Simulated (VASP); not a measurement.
The system is Y2MoH2.

```
H Y Mo
1.0
     1.87434    3.24644    0.00000
    -1.87434    3.24644    0.00000
     0.00000    0.00000    6.14999
H Y Mo
2 2 1
Direct
  0.33330 0.33340 0.60700
  0.66670 0.66660 0.39300
  0.33330 0.33340 0.22650
  0.66670 0.66660 0.77350
  0.00000 0.00000 0.00000
```

Base run:

| Item | Value |
| --- | --- |
| Program | VASP 6.6.1 |
| Functional | r2SCAN |
| Potentials or basis | VASP PAW PBE potentials, release 64 (H, Y_sv, Mo_sv) |
| Cutoff | 520 eV |
| k mesh | 6 × 6 × 3 |
| Occupations | fermi-dirac, width 0.1 eV |
| Spin | collinear spin |
| Starting moments | [0.02, 0.02, 0.03, 0.03, 0.88] μB |

Its results: pressure 21.2 GPa; largest force 5.565 eV/Å.

The run is repeated on the same cell with these changes: spin from collinear spin to no spin polarisation; further incar settings from ALGO = Normal; EDIFF = 1e-07; NBANDS = 31 to ALGO = Normal; EDIFF = 1e-06; NBANDS = 27. What comes out?

Pressure 20.8 GPa; largest force 5.516 eV/Å.

Caveats: the PAW data sets were made with another functional, which shifts forces and pressure a little; the stress differs along the axes, from 17 to 30 GPa (at least some runs); the stress differs along the axes, from 16 to 30 GPa (at least some runs).
